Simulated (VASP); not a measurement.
A run of VASP 6.6.1 is set up as follows.

Contents of INCAR:

```
SYSTEM = Zr3S2
PREC = Accurate ; ENCUT = 520
EDIFF = 1E-6 ; ISMEAR = -1
SIGMA = 0.05 ; LREAL = .False.
LASPH = .True. ; NELM = 100
ALGO = Normal ; ISIF = 2
LWAVE = .False. ; LCHARG = .True.
GGA = PE ; LELF = .True.
LVHAR = .True. ; NBANDS = 32
```

KPOINTS

```
Automatic mesh
0
Gamma
  6 6 6
  0 0 0
```

POSCAR

```
Zr3S2
1.0
    2.9025379727      1.6757810799      3.4877732718
   -2.9025379727      1.6757810799      3.4877732718
    0.0000000000     -3.3515621597      3.4877732718
Zr S
3 2
Direct
    0.8387270000      0.5000000000      0.1612730000
    0.5000000000      0.1612730000      0.8387270000
    0.1612730000      0.8387270000      0.5000000000
    0.6650230000      0.6650230000      0.6650230000
    0.3349770000      0.3349770000      0.3349770000
```

Potentials or basis: VASP PAW PBE potentials, release 64 (Zr_sv, S).

Run with:

```sh
$ cat potpaw_PBE.64/Zr_sv/POTCAR potpaw_PBE.64/S/POTCAR > POTCAR
$ mpirun -np 1 vasp_std > vasp.out
```

**Question.** What does it give for the band gap on the k mesh?

**Answer.** Zero (band 24 reaches 9.00 eV, above the bottom of band 25 at 8.76 eV).

**Question.** Estimate the pressure.

**Answer.** -0.9 GPa.

**Question.** Predict the largest force.

**Answer.** 0.055 eV/Å.

Stress tensor (GPa, compression positive):
```
-0.96  0.00  0.00
 0.00 -0.96  0.00
 0.00  0.00 -0.78
```
